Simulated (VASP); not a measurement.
# C in VASP: a series of runs

C is run at these levels: PBEsol-based screened hybrid, PBE, PBE+D3(BJ), PBE+D4; tasks: single point.

Program: VASP 6.6.1. These are calculated values, not measurements. Logs are shortened: lines on timing, memory, paths and dates and some standing lists are left out, and cuts for length are marked.

## Step 1: The cell of the first run

The cell holds a slab with vacuum, 2 atoms: a = 2.445 Å, b = 2.445 Å, c = 8.524 Å, α = 90.00°, β = 90.00°, γ = 120.00°.

## Step 2: Single point, PBEsol-based screened hybrid

Contents of POSCAR:

```
C
1.0
    2.4454818674      0.0000000000      0.0000000000
   -1.2227409337      2.1178494217      0.0000000000
    0.0000000000      0.0000000000      8.5239542070
C
2
Direct
    0.6666666667      0.3333333333      0.0000000000
    0.3333333333      0.6666666667      0.0000000000
```

Contents of INCAR.step1:

```
PREC     = Accurate       # precision mode
ENCUT    = 520            # plane-wave cutoff, eV
EDIFF    = 1E-5           # SCF threshold, eV
ISMEAR   = -1             # smearing method
SIGMA    = 0.05           # smearing width, eV
LREAL    = F              # projectors in reciprocal space
LASPH    = T              # aspherical terms in the spheres
NELM     = 60             # most SCF steps
ALGO     = Normal         # electronic algorithm
ISIF     = 2              # what is computed and relaxed
LWAVE    = T              # write WAVECAR
LCHARG   = F              # write CHGCAR
GGA      = PE             # functional
NBANDS   = 11             # bands
```

Contents of INCAR.step2:

```
PREC     = Accurate       # precision mode
ENCUT    = 520            # plane-wave cutoff, eV
EDIFF    = 1E-6           # SCF threshold, eV
ISMEAR   = -1             # smearing method
SIGMA    = 0.05           # smearing width, eV
LREAL    = F              # projectors in reciprocal space
LASPH    = T              # aspherical terms in the spheres
NELM     = 60             # most SCF steps
ALGO     = Normal         # electronic algorithm
ISIF     = 2              # what is computed and relaxed
LWAVE    = F              # write WAVECAR
LCHARG   = F              # write CHGCAR
GGA      = PS             # functional
LHFCALC  = T              # exact exchange
AEXX     = 0.25           # exact-exchange fraction
HFSCREEN = 0.207          # screening, 1/A
PRECFOCK = Normal       
ISTART   = 1            
NBANDS   = 11             # bands
```

Contents of KPOINTS:

```
regular mesh
0
Gamma
  6 6 2
```

Potentials or basis: VASP PAW PBE potentials, release 64 (C).

The run is started by

```bash
> cat potpaw_PBE.64/C/POTCAR > POTCAR
> cp INCAR.step1 INCAR
> mpirun -np 1 vasp_std > vasp.out
> cp INCAR.step2 INCAR
> mpirun -np 1 vasp_std > vasp.out
```

OUTCAR:

```text
PREC = Accurate
   ENCUT = 520
   EDIFF = 1E-6
   ISMEAR = -1
   LREAL = F
   LASPH = T
   NELM = 60
   ISIF = 2
   GGA = PS
   LHFCALC = T
   AEXX = 0.25
   HFSCREEN = 0.207
   PRECFOCK = Normal
   ISTART = 1

 ion  position               nearest neighbor table
   1  0.667  0.333  0.000-   2 1.41   2 1.41   2 1.41
   2  0.333  0.667  0.000-   1 1.41   1 1.41   1 1.41

  LATTYP: Found a hexagonal cell.
 ALAT       =     2.4454818674
 C/A-ratio  =     3.4855928889

  Lattice vectors:

 A1 = (   2.4454818674,   0.0000000000,   0.0000000000)
 A2 = (  -1.2227409337,   2.1178494217,   0.0000000000)
 A3 = (   0.0000000000,   0.0000000000,   8.5239542070)

Analysis of symmetry for initial positions (statically):
=====================================================================
 Subroutine PRICEL returns:
 Original cell was already a primitive cell.

 Routine SETGRP: Setting up the symmetry group for a
 hexagonal supercell.

 Subroutine GETGRP returns: Found 24 space group operations
 (whereof 24 operations were pure point group operations)
 out of a pool of 24 trial point group operations.

The static configuration has the point symmetry D_6h.

Analysis of symmetry for dynamics (positions and initial velocities):
=====================================================================
 Subroutine PRICEL returns:
 Original cell was already a primitive cell.

 Routine SETGRP: Setting up the symmetry group for a
 hexagonal supercell.

 Subroutine GETGRP returns: Found 24 space group operations
 (whereof 24 operations were pure point group operations)
 out of a pool of 24 trial point group operations.

The dynamic configuration has the point symmetry D_6h.

 Subroutine INISYM returns: Found 24 space group operations
 (whereof 24 operations are pure point group operations),
 and found     1 'primitive' translations

----------------------------------------------------------------------------------------

                                     Primitive cell

  volume of cell :      44.1469

  direct lattice vectors                    reciprocal lattice vectors
     2.445481867  0.000000000  0.000000000     0.408917364  0.236088550  0.000000000
    -1.222740934  2.117849422  0.000000000     0.000000000  0.472177101  0.000000000
     0.000000000  0.000000000  8.523954207     0.000000000  0.000000000  0.117316444

  length of vectors
     2.445481867  2.445481867  8.523954207     0.472177101  0.472177101  0.117316444

  position of ions in fractional coordinates (direct lattice)
     0.666666667  0.333333333  0.000000000
     0.333333333  0.666666667  0.000000000

  ion indices of the primitive-cell ions
   primitive index   ion index
                 1           1
                 2           2

----------------------------------------------------------------------------------------

 KPOINTS: regular mesh

Automatic generation of k-mesh.
 Grid dimensions read from file:
 generate k-points for:    6    6    2

 Generating k-lattice:

  Cartesian coordinates                     Fractional coordinates (reciprocal lattice)
     0.068152894  0.039348092  0.000000000     0.166666667 -0.000000000  0.000000000
     0.000000000  0.078696183  0.000000000     0.000000000  0.166666667  0.000000000
     0.000000000  0.000000000  0.058658222     0.000000000  0.000000000  0.500000000

  Length of vectors
     0.078696183  0.078696183  0.058658222

  Shift w.r.t. Gamma in fractional coordinates (k-lattice)
     0.000000000  0.000000000  0.000000000

 Subroutine IBZKPT returns following result:
 ===========================================

 Found     14 irreducible k-points:

 Following reciprocal coordinates:
            Coordinates               Weight
  0.000000  0.000000  0.000000      1.000000
  0.166667 -0.000000  0.000000      6.000000
  0.333333  0.000000  0.000000      6.000000
  0.500000  0.000000  0.000000      3.000000
  0.166667  0.166667  0.000000      6.000000
  0.333333  0.166667  0.000000     12.000000
  0.333333  0.333333  0.000000      2.000000
  0.000000  0.000000  0.500000      1.000000
  0.166667 -0.000000  0.500000      6.000000
  0.333333  0.000000  0.500000      6.000000
  0.500000  0.000000  0.500000      3.000000
  0.166667  0.166667  0.500000      6.000000
  0.333333  0.166667  0.500000     12.000000
  0.333333  0.333333  0.500000      2.000000
   k-points           NKPTS =     14   k-points in BZ     NKDIM =     72   number of bands    NBANDS=     11
   number of dos      NEDOS =    301   number of ions     NIONS =      2
   total plane-waves  NPLWV =  20736
   dimension x,y,z NGX =    18 NGY =   18 NGZ =   64
   dimension x,y,z NGXF=    36 NGYF=   36 NGZF=  128
   ions per type =               2
   NGX,Y,Z   is equivalent  to a cutoff of  12.24, 12.24, 12.48 a.u.
   NGXF,Y,Z  is equivalent  to a cutoff of  24.47, 24.47, 24.96 a.u.
 SYSTEM =  unknown system
   PREC   = accura    normal or accurate (medium, high low for compatibility)
   ISTART =      1    job   : 0-new  1-cont  2-samecut
   ICHARG =      0    charge: 1-file 2-atom 10-const
   ISPIN  =      1    spin polarized calculation?
   LNONCOLLINEAR =      F non collinear calculations
   LSORBIT =      F    spin-orbit coupling
   LASPH  =      T    aspherical Exc in radial PAW
   ENCUT  =  520.0 eV  38.22 Ry    6.18 a.u.   4.55  4.55 15.85*2*pi/ulx,y,z
   NELM   =     60;   NELMIN=  2; NELMDL=  0     # of ELM steps
   EDIFF  = 0.1E-05   stopping-criterion for ELM
   LREAL  =      F    real-space projection
   EDIFFG = 0.1E-04   stopping-criterion for IOM
   NSW    =      0    number of steps for IOM
   IBRION =     -1    ionic relax: 0-MD 1-quasi-New 2-CG
   NFREE  =      0    steps in history (QN), initial steepest desc. (CG)
   ISIF   =      2    stress and relaxation
   ISYM   =      3    0-nonsym 1-usesym 2-fastsym
   POTIM  = 0.5000    time-step for ionic-motion
   TEBEG  =    0.0;   TEEND  =   0.0 temperature during run
   PSTRESS=    0.0 pullay stress
   NELECT =       8.0000    total number of electrons
   NUPDOWN=      -1.0000    fix difference up-down
   EMIN   =  10.00;   EMAX   =-10.00  energy-range for DOS
   EFERMI =   0.00;   METHOD = LEGACY
   ISMEAR =    -1;   SIGMA  =   0.05  broadening in eV -4-tet -1-fermi 0-gaus
   EFERMI_NEDOS =   21; number of points for ismear=-14 and -15
   IALGO  =     38    algorithm
   IMIX   =      1    mixing-type and parameters
     AMIX     =   0.40;   BMIX     =  1.00
     AMIX_MAG =   1.60;   BMIX_MAG =  1.00
  volume/ion in A,a.u.               =      22.07       148.96
  Fermi-wavevector in a.u.,A,eV,Ry     =   0.926413  1.750667 11.677077  0.858241
  Thomas-Fermi vector in A             =   2.052373
   LORBIT       =      0    0 simple, 1 ext, 2 COOP (PROOUT), +10 PAW based schemes
   GGA     = PS    functional components
   LHFCALC =     T    Hartree Fock is set to
   PRECFOCK=normal    Normal, Fast or Accurate (Low or Medium for compatibility)
   ENCUT4O =  -1.0   cutoff for four orbital integrals eV
   NKREDX  =     1    reduce k-point grid by
   NKREDY  =     1    reduce k-point grid by
   NKREDZ  =     1    reduce k-point grid by
   AEXX    =    0.2500 exact exchange contribution
   HFSCREEN=    0.2070 screening length (either q_TF or 0.3 A-1)
   HFSCREENC=   0.2070 screening length for correlation (either q_TF or 0.3 A-1)
   ENCUTFOCK=  -1.0 apply spherical cutoff to Coloumb kernel
   IVDW    =     0    specifies the selected vdW correction
   LEPSILON=     F    determine dielectric tensor
   LRPA    =     F    only Hartree local field effects (RPA)
 non-spin polarized calculation
  energy-cutoff  :      520.00
  volume of cell :       44.15
 maximum number of plane-waves:      1208
  NGX = 14; NGY = 14; NGZ = 48

 number of electron       7.9999998 magnetization

 Free energy of the ion-electron system (eV)
  ---------------------------------------------------
  ext. energy  EPLUGINS =         0.00000000
  ---------------------------------------------------
  free energy    TOTEN  =       -21.70819904 eV

  energy without entropy =      -21.70049741  energy(sigma->0) =      -21.70434822

 E-fermi :  -0.7259     XC(G=0):  -4.0775

 val. band max:       -0.7259398296   @ k =   0.3333   0.3333   0.5000
 cond. band min:      -0.7258744208   @ k =   0.3333   0.3333   0.0000
 fundamental gap:      0.0000654088
 Fermi energy:        -0.7259071252

 k-point     1 :       0.0000    0.0000    0.0000
  band No.  band energies     occupation
      1     -22.9670      2.00000
      2      -9.7921      2.00000
      3      -4.7274      2.00000
      4      -4.7274      2.00000
      5       2.6559      0.00000
      6       5.0327      0.00000
      7       6.7185      0.00000
      8       8.6466      0.00000
      9       8.6466      0.00000
     10      12.6536      0.00000
     11      13.7035      0.00000

 k-point     2 :       0.1667   -0.0000    0.0000
  band No.  band energies     occupation
      1     -22.2432      2.00000
      2      -8.8987      2.00000
      3      -7.2326      2.00000
      4      -5.9760      2.00000
      5       3.5699      0.00000
      6       5.9242      0.00000
      7       7.5867      0.00000
      8       8.6652      0.00000
      9      10.2393      0.00000
     10      11.4258      0.00000
     11      14.2992      0.00000

 k-point     3 :       0.3333    0.0000    0.0000
  band No.  band energies     occupation
      1     -20.1050      2.00000
      2     -12.0007      2.00000
      3      -7.7724      2.00000
      4      -6.3201      2.00000
      5       5.0737      0.00000
      6       6.3043      0.00000
      7       7.9923      0.00000
      8       8.6352      0.00000
      9      10.3133      0.00000
     10      16.0457      0.00000
     11      16.2093      0.00000
[... 127 lines left out ...]
 k-point    13 :       0.3333    0.1667    0.5000
  band No.  band energies     occupation
      1     -18.0544      2.00000
      2     -13.9682      2.00000
      3     -10.2686      2.00000
      4      -3.9780      2.00000
      5       2.3150      0.00000
      6       9.6008      0.00000
      7       9.7647      0.00000
      8      10.4967      0.00000
      9      12.7720      0.00000
     10      14.1748      0.00000
     11      15.3067      0.00000

 k-point    14 :       0.3333    0.3333    0.5000
  band No.  band energies     occupation
      1     -15.2778      2.00000
      2     -15.2778      2.00000
      3     -13.0705      2.00000
      4      -0.7259      1.00038
      5      -0.7259      1.00033
      6      10.3203      0.00000
      7      13.2246      0.00000
      8      13.2246      0.00000
      9      13.5735      0.00000
     10      14.5140      0.00000
     11      14.5140      0.00000

------------------------ aborting loop because EDIFF is reached ----------------------------------------

  FORCE on cell =-STRESS in cart. coord.  units (eV):
  Direction    XX          YY          ZZ          XY          YZ          ZX
  --------------------------------------------------------------------------------------
  -------------------------------------------------------------------------------------
  Total        0.1261009      0.1261009     -0.0385611     -0.0000000      0.0000000      0.0000000
  in kB        4.5764434      4.5764434     -1.3994569     -0.0000000      0.0000000      0.0000000
  external PRESSURE =       2.5844766 kB  Pullay stress =       0.0000000 kB

 VOLUME and BASIS-vectors are now :
 -----------------------------------------------------------------------------
  energy-cutoff  :      520.00
  volume of cell :       44.15
      direct lattice vectors                 reciprocal lattice vectors
     2.445481867  0.000000000  0.000000000     0.408917364  0.236088550  0.000000000
    -1.222740934  2.117849422  0.000000000     0.000000000  0.472177101  0.000000000
     0.000000000  0.000000000  8.523954207     0.000000000  0.000000000  0.117316444

 POSITION                                       TOTAL-FORCE (eV/Angst)
 -----------------------------------------------------------------------------------
      1.22274      0.70595      0.00000         0.000000      0.000000      0.000000
     -0.00000      1.41190      0.00000        -0.000000      0.000000     -0.000000
 -----------------------------------------------------------------------------------
    total drift:                               -0.000000      0.000000     -0.000000

  FREE ENERGIE OF THE ION-ELECTRON SYSTEM (eV)
  ---------------------------------------------------
  free  energy   TOTEN  =       -21.7081990406 eV

  energy  without entropy=      -21.7004974060  energy(sigma->0) =      -21.70434822
```

Run time: 2.1 min. Hardware: 1 thread of Intel Xeon Platinum 8259CL at 2.50GHz (Skylake/Cascade Lake), shared host; peak memory 0.24 GiB.

Results:

```
Free energy            : -21.7082 eV
Band gap on the k mesh : zero (filled and empty bands touch)
```

Caveat: the k points lie up to 0.49 Å⁻¹ apart; the PAW data sets were made with another functional, which shifts forces and pressure a little.

## Step 3: Single point, PBE

This run uses another cell than the first one, of 22.45 Å³/atom, 1.017 times its volume.

Contents of INCAR:

```
  PREC = Accurate
  ENCUT = 520
  EDIFF = 1E-6
  ISMEAR = -1
  SIGMA = 0.05
  LREAL = False
  LASPH = True
  NELM = 100
  ALGO = Normal
  ISIF = 2
  LWAVE = False
  LCHARG = True
  GGA = PE
  LELF = True
  LVHAR = True
  NBANDS = 11
```

Contents of KPOINTS:

```
Automatic mesh
0
Gamma
  12 12 3
```

Contents of POSCAR:

```
C
1.0
    2.4664603690      0.0000000000      0.0000000000
   -1.2332301845      2.1360173370      0.0000000000
    0.0000000000      0.0000000000      8.5207760633
C
2
Direct
    0.6666666667      0.3333333333      0.0000000000
    0.3333333333      0.6666666667      0.0000000000
```

Potentials or basis: VASP PAW PBE potentials, release 64 (C).

The run is started by

```bash
> cat potpaw_PBE.64/C/POTCAR > POTCAR
> mpirun -np 1 vasp_std > vasp.out
```

It took 9.4 s on 1 thread of Intel Xeon 6975P-C (Granite Rapids), shared host; peak memory 0.15 GiB.

The run converged. Its results:

```
Free energy            : -18.4461 eV
Band gap on the k mesh : zero (filled and empty bands touch)
```

Levels at points of the mesh, in eV from the Fermi level:
```tsv
k point	band 2	band 3	band 4	band 5	band 6	band 7
(0.00, 0.00, 0.00)	-7.61	-3.05	-3.05	2.99	5.31	7.00
(0.50, 0.00, 0.00)	-13.24	-6.42	-2.36	1.68	7.36	10.89
```

## Step 4: Single point, PBE+D3(BJ)

This run uses another cell than the first one, of 22.30 Å³/atom, 1.010 times its volume.

Contents of INCAR:

```
SYSTEM = C
ALGO = Normal ; EDIFF = 1E-7
ENCUT = 520 ; GGA = PE
ISIF = 2 ; ISMEAR = -1
IVDW = 12 ; LASPH = .True.
LCHARG = .False. ; LREAL = .False.
LWAVE = .False. ; NBANDS = 11
NELM = 60 ; PREC = Accurate
SIGMA = 0.05
```

Contents of KPOINTS:

```
k-points
0
Gamma
  12 12 3
  0 0 0
```

Contents of POSCAR:

```
C
1.0
    2.4659881211      0.0000000000      0.0000000000
   -1.2329940605      2.1356083583      0.0000000000
    0.0000000000      0.0000000000      8.4687021258
C
2
Direct
    0.6666666667      0.3333333333      0.0000000000
    0.3333333333      0.6666666667      0.0000000000
```

The run is started by

```bash
> cat potpaw_PBE.64/C/POTCAR > POTCAR
> mpirun -np 1 vasp_std > vasp.out
```

Wall time 9.2 s (1 thread of Intel Xeon 6975P-C (Granite Rapids), shared host); peak memory 0.15 GiB.

Results (log left out):

```
Free energy                : -18.6269 eV
Band gap on the k mesh     : zero (filled and empty bands touch)
Dispersion energy per atom : -0.090 eV
```

Levels at points of the mesh, in eV from the Fermi level:
```
           k point  band 2  band 3  band 4  band 5  band 6  band 7
(0.00, 0.00, 0.00)   -7.62   -3.05   -3.05    2.98    5.34    7.06
(0.50, 0.00, 0.00)  -13.24   -6.42   -2.36    1.68    7.37   10.88
```

Caveat: three body term missing.

[end of part 1 of 2]
